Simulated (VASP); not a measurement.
# SiC (P1) in VASP: single point with PBE

Aim: the single point of SiC with PBE.

Program: VASP 6.6.1. These are calculated values, not measurements. Logs are shortened: lines on timing, memory, paths and dates and some standing lists are left out, and cuts for length are marked.

## (1) The cell of the first run

The typed cell holds 8 atoms: a = 3.094 Å, b = 3.094 Å, c = 10.129 Å, α = 90.00°, β = 90.00°, γ = 120.00°.

## (2) Single point, PBE (atom 3 (Si) moved +0.315 Å towards its neighbour atom 3 (Si) at 3.094 Å)

File INCAR:

```
PREC = Accurate
ENCUT = 520
EDIFF = 1E-6
ISMEAR = 0
SIGMA = 0.05
LREAL = False
LASPH = True
NELM = 100
ALGO = Normal
ISIF = 2
LWAVE = False
LCHARG = False
GGA = PE
NBANDS = 26
```

File KPOINTS:

```
regular mesh
0
Gamma
  12 12 4
```

File POSCAR:

```
SiC
1.0
    3.0941201807      0.0000000000      0.0000000000
   -1.5470600903      2.6795866789      0.0000000000
    0.0000000000      0.0000000000     10.1293391985
Si C
4 4
Direct
    0.6666666667      0.3333333333      0.9378441878
    0.3333333333      0.6666666667      0.4378441878
   -0.1018060003     -0.1018060003      0.6878995565
    0.0000000000      0.0000000000      0.1878995565
    0.6666666667      0.3333333333      0.7498074459
    0.3333333333      0.6666666667      0.2498074459
    0.0000000000      0.0000000000      0.5004478098
    0.0000000000      0.0000000000      0.0004478098
```

Potentials or basis: VASP PAW PBE potentials, release 64 (Si, C).

The run is started by

```sh
$ cat potpaw_PBE.64/Si/POTCAR potpaw_PBE.64/C/POTCAR > POTCAR
$ mpirun -np 1 vasp_std > vasp.out
```

OUTCAR:

```text
PREC = Accurate
   ENCUT = 520
   EDIFF = 1E-6
   ISMEAR = 0
   LREAL = False
   LASPH = True
   NELM = 100
   ISIF = 2
   GGA = PE

 ion  position               nearest neighbor table
   1  0.667  0.333  0.938-   8 1.90   8 1.90   8 1.90   5 1.90   3 2.95   4 3.10   4 3.10   4 3.10
                             3 3.11
   2  0.333  0.667  0.438-   7 1.90   7 1.90   7 1.90   6 1.90   3 2.95   4 3.10   4 3.10   4 3.10
                             3 3.12
   3  0.898  0.898  0.688-   5 1.65   5 1.92   7 1.92   5 2.16   1 2.95   2 2.95   1 3.11   2 3.12

   4  0.000  0.000  0.188-   6 1.89   6 1.89   6 1.89   8 1.90   2 3.10   2 3.10   2 3.10   1 3.10
                             1 3.10   1 3.10
   5  0.667  0.333  0.750-   3 1.65   1 1.90   3 1.92   3 2.16
   6  0.333  0.667  0.250-   4 1.89   4 1.89   4 1.89   2 1.90
   7  0.000  0.000  0.500-   2 1.90   2 1.90   2 1.90   3 1.92
   8  0.000  0.000  0.000-   1 1.90   1 1.90   1 1.90   4 1.90

  LATTYP: Found a hexagonal cell.
 ALAT       =     3.0941201807
 C/A-ratio  =     3.2737381249

  Lattice vectors:

 A1 = (   3.0941201807,   0.0000000000,   0.0000000000)
 A2 = (  -1.5470600903,   2.6795866789,   0.0000000000)
 A3 = (   0.0000000000,   0.0000000000,  10.1293391985)

Analysis of symmetry for initial positions (statically):
=====================================================================
 Subroutine PRICEL returns:
 Original cell was already a primitive cell.

 Routine SETGRP: Setting up the symmetry group for a
 hexagonal supercell.

 Subroutine GETGRP returns: Found  1 space group operations
 (whereof  1 operations were pure point group operations)
 out of a pool of 24 trial point group operations.

The static configuration has the point symmetry C_1 .

Analysis of symmetry for dynamics (positions and initial velocities):
=====================================================================
 Subroutine PRICEL returns:
 Original cell was already a primitive cell.

 Routine SETGRP: Setting up the symmetry group for a
 hexagonal supercell.

 Subroutine GETGRP returns: Found  1 space group operations
 (whereof  1 operations were pure point group operations)
 out of a pool of 24 trial point group operations.

The dynamic configuration has the point symmetry C_1 .

 Subroutine INISYM returns: Found  1 space group operations
 (whereof  1 operations are pure point group operations),
 and found     1 'primitive' translations

----------------------------------------------------------------------------------------

                                     Primitive cell

  volume of cell :      83.9820

  direct lattice vectors                    reciprocal lattice vectors
     3.094120181  0.000000000  0.000000000     0.323193652  0.186595942  0.000000000
    -1.547060090  2.679586679  0.000000000     0.000000000  0.373191884  0.000000000
     0.000000000  0.000000000 10.129339199     0.000000000  0.000000000  0.098723123

  length of vectors
     3.094120181  3.094120181 10.129339199     0.373191884  0.373191884  0.098723123

  position of ions in fractional coordinates (direct lattice)
     0.666666667  0.333333333  0.937844188
     0.333333333  0.666666667  0.437844188
     0.898194000  0.898194000  0.687899556
     0.000000000  0.000000000  0.187899556
     0.666666667  0.333333333  0.749807446
     0.333333333  0.666666667  0.249807446
     0.000000000  0.000000000  0.500447810
     0.000000000  0.000000000  0.000447810

  ion indices of the primitive-cell ions
   primitive index   ion index
                 1           1
                 2           2
                 3           3
                 4           4
                 5           5
                 6           6
                 7           7
                 8           8

----------------------------------------------------------------------------------------

 KPOINTS: regular mesh

Automatic generation of k-mesh.
 Grid dimensions read from file:
 generate k-points for:   12   12    4

 Generating k-lattice:

  Cartesian coordinates                     Fractional coordinates (reciprocal lattice)
     0.026932804  0.015549662  0.000000000     0.083333333  0.000000000  0.000000000
     0.000000000  0.031099324  0.000000000     0.000000000  0.083333333  0.000000000
     0.000000000  0.000000000  0.024680781     0.000000000  0.000000000  0.250000000

  Length of vectors
     0.031099324  0.031099324  0.024680781

  Shift w.r.t. Gamma in fractional coordinates (k-lattice)
     0.000000000  0.000000000  0.000000000

 Subroutine IBZKPT returns following result:
 ===========================================

 Found    292 irreducible k-points:

 Following reciprocal coordinates:
            Coordinates               Weight
  0.000000  0.000000  0.000000      1.000000
  0.083333  0.000000  0.000000      2.000000
  0.000000  0.083333  0.000000      2.000000
 -0.083333  0.083333  0.000000      2.000000
  0.166667  0.000000  0.000000      2.000000
  0.000000  0.166667  0.000000      2.000000
[... 16 lines left out ...]
  0.166667  0.083333  0.000000      2.000000
 -0.083333  0.250000  0.000000      2.000000
 [... further k-points ...]
   k-points           NKPTS =    292   k-points in BZ     NKDIM =    292   number of bands    NBANDS=     26
   number of dos      NEDOS =    301   number of ions     NIONS =      8
   total plane-waves  NPLWV =  46080
   dimension x,y,z NGX =    24 NGY =   24 NGZ =   80
   dimension x,y,z NGXF=    48 NGYF=   48 NGZF=  160
   ions per type =               4   4
   NGX,Y,Z   is equivalent  to a cutoff of  12.90, 12.90, 13.13 a.u.
   NGXF,Y,Z  is equivalent  to a cutoff of  25.79, 25.79, 26.26 a.u.
 SYSTEM =  unknown system
   PREC   = accura    normal or accurate (medium, high low for compatibility)
   ISTART =      0    job   : 0-new  1-cont  2-samecut
   ICHARG =      2    charge: 1-file 2-atom 10-const
   ISPIN  =      1    spin polarized calculation?
   LNONCOLLINEAR =      F non collinear calculations
   LSORBIT =      F    spin-orbit coupling
   LASPH  =      T    aspherical Exc in radial PAW
   ENCUT  =  520.0 eV  38.22 Ry    6.18 a.u.   5.75  5.75 18.83*2*pi/ulx,y,z
   NELM   =    100;   NELMIN=  2; NELMDL= -5     # of ELM steps
   EDIFF  = 0.1E-05   stopping-criterion for ELM
   LREAL  =      F    real-space projection
   EDIFFG = 0.1E-04   stopping-criterion for IOM
   NSW    =      0    number of steps for IOM
   IBRION =     -1    ionic relax: 0-MD 1-quasi-New 2-CG
   NFREE  =      0    steps in history (QN), initial steepest desc. (CG)
   ISIF   =      2    stress and relaxation
   ISYM   =      2    0-nonsym 1-usesym 2-fastsym
   POTIM  = 0.5000    time-step for ionic-motion
   TEBEG  =    0.0;   TEEND  =   0.0 temperature during run
   PSTRESS=    0.0 pullay stress
   NELECT =      32.0000    total number of electrons
   NUPDOWN=      -1.0000    fix difference up-down
   EMIN   =  10.00;   EMAX   =-10.00  energy-range for DOS
   EFERMI =   0.00;   METHOD = LEGACY
   ISMEAR =     0;   SIGMA  =   0.05  broadening in eV -4-tet -1-fermi 0-gaus
   EFERMI_NEDOS =   21; number of points for ismear=-14 and -15
   IALGO  =     38    algorithm
   IMIX   =      4    mixing-type and parameters
     AMIX     =   0.40;   BMIX     =  1.00
     AMIX_MAG =   1.60;   BMIX_MAG =  1.00
  volume/ion in A,a.u.               =      10.50        70.84
  Fermi-wavevector in a.u.,A,eV,Ry     =   1.186851  2.242823 19.165368  1.408615
  Thomas-Fermi vector in A             =   2.323015
   LORBIT       =      0    0 simple, 1 ext, 2 COOP (PROOUT), +10 PAW based schemes
   GGA     = PE    functional components
   LHFCALC =     F    Hartree Fock is set to
   AEXX    =    0.0000 exact exchange contribution
   IVDW    =     0    specifies the selected vdW correction
   LEPSILON=     F    determine dielectric tensor
   LRPA    =     F    only Hartree local field effects (RPA)
 non-spin polarized calculation
 Gauss-broadening in eV      SIGMA  =   0.05
  energy-cutoff  :      520.00
  volume of cell :       83.98
 maximum number of plane-waves:      2280
   NGX = 11   NGY = 11   NGZ = 37

 number of electron      32.0000001 magnetization

 Free energy of the ion-electron system (eV)
  ---------------------------------------------------
  ext. energy  EPLUGINS =         0.00000000
  ---------------------------------------------------
  free energy    TOTEN  =       -59.25287176 eV

  energy without entropy =      -59.25287176  energy(sigma->0) =      -59.25287176

 E-fermi :   8.9301     XC(G=0): -11.2899

 val. band max:        8.6564072353   @ k =   0.0000   0.0000   0.0000
 cond. band min:      10.0118684717   @ k =   0.5000   0.5000   0.0000
 fundamental gap:      1.3554612364
 Fermi energy:         8.9300664578

 k-point     1 :       0.0000    0.0000    0.0000
  band No.  band energies     occupation
      1      -7.3765      2.00000
      2      -6.2095      2.00000
      3      -6.1886      2.00000
      4      -3.8854      2.00000
      5      -0.5220      2.00000
      6       3.6057      2.00000
[... 18 lines left out ...]
     25      15.2869      0.00000
     26      15.6475      0.00000

 k-point     2 :       0.0833    0.0000    0.0000
  band No.  band energies     occupation
      1      -7.2583      2.00000
      2      -6.0954      2.00000
      3      -6.0741      2.00000
      4      -3.7864      2.00000
      5      -0.4140      2.00000
      6       3.6331      2.00000
[... 18 lines left out ...]
     25      15.5709      0.00000
[... 608 lines left out ...]
     25      15.9351      0.00000
     26      16.3089      0.00000

 k-point    24 :      -0.0833    0.2500    0.0000
  band No.  band energies     occupation
      1      -6.5508      2.00000
      2      -5.4198      2.00000
      3      -5.3886      2.00000
      4      -3.2190      2.00000
      5       0.2060      2.00000
      6       3.0317      2.00000
[... 18 lines left out ...]
     25      15.8165      0.00000
     26      16.4523      0.00000

 [... further k-points ...]

------------------------ aborting loop because EDIFF is reached ----------------------------------------

  FORCE on cell =-STRESS in cart. coord.  units (eV):
  Direction    XX          YY          ZZ          XY          YZ          ZX
  --------------------------------------------------------------------------------------
  -------------------------------------------------------------------------------------
  Total       -0.5473526      4.8141557      0.5681127     -0.7205500     -2.5110405      0.4643493
  in kB      -10.4421924     91.8426938     10.8382448    -13.7463886    -47.9047078      8.8586852
  external PRESSURE =      30.7462487 kB  Pullay stress =       0.0000000 kB

 VOLUME and BASIS-vectors are now :
 -----------------------------------------------------------------------------
  energy-cutoff  :      520.00
  volume of cell :       83.98
      direct lattice vectors                 reciprocal lattice vectors
     3.094120181  0.000000000  0.000000000     0.323193652  0.186595942  0.000000000
    -1.547060090  2.679586679  0.000000000     0.000000000  0.373191884  0.000000000
     0.000000000  0.000000000 10.129339199     0.000000000  0.000000000  0.098723123

 POSITION                                       TOTAL-FORCE (eV/Angst)
 -----------------------------------------------------------------------------------
      1.54706      0.89320      9.49974        -0.049737     -0.067422     -0.073394
     -0.00000      1.78639      4.43507        -0.088397     -0.060640     -0.040074
      1.38956      2.40679      6.96797         0.919670      7.019495     -1.815225
      0.00000      0.00000      1.90330        -0.013042     -0.012850      0.001968
      1.54706      0.89320      7.59505        -0.434825     -6.233499      1.736183
     -0.00000      1.78639      2.53038        -0.028658     -0.057361     -0.009334
      0.00000      0.00000      5.06921        -0.297294     -0.590415      0.214500
      0.00000      0.00000      0.00454        -0.007715      0.002690     -0.014624
 -----------------------------------------------------------------------------------
    total drift:                               -0.000087     -0.000195     -0.000920

  FREE ENERGIE OF THE ION-ELECTRON SYSTEM (eV)
  ---------------------------------------------------
  free  energy   TOTEN  =       -59.2528717592 eV

  energy  without entropy=      -59.2528717592  energy(sigma->0) =      -59.25287176
```

Wall time 4.8 min (1 thread of Intel Xeon Platinum 8488C (Sapphire Rapids), shared host); peak memory 0.54 GiB.

Results:

```
Free energy            : -59.2529 eV
Pressure               : 3.1 GPa
Largest force          : 7.308 eV/Å
Band gap on the k mesh : 1.36 eV (least direct gap 2.83 eV)
```

Forces in eV/Å, atoms in the order of the input:
```
Si  -0.050 -0.067 -0.073
Si  -0.088 -0.061 -0.040
Si   0.920  7.019 -1.815
Si  -0.013 -0.013  0.002
C   -0.435 -6.233  1.736
C   -0.029 -0.057 -0.009
C   -0.297 -0.590  0.214
C   -0.008  0.003 -0.015
```

Stress tensor (GPa, compression positive):
```
-1.04 -1.37  0.89
-1.37  9.18 -4.79
 0.89 -4.79  1.08
```

Caveat: the cell differs from its parent crystal (atom 3 (Si) moved +0.315 Å towards its neighbour atom 3 (Si) at 3.094 Å); the cell stands under pressure; forces of over 1 eV/Å act on the atoms, so gaps and moduli don't describe the material at rest.
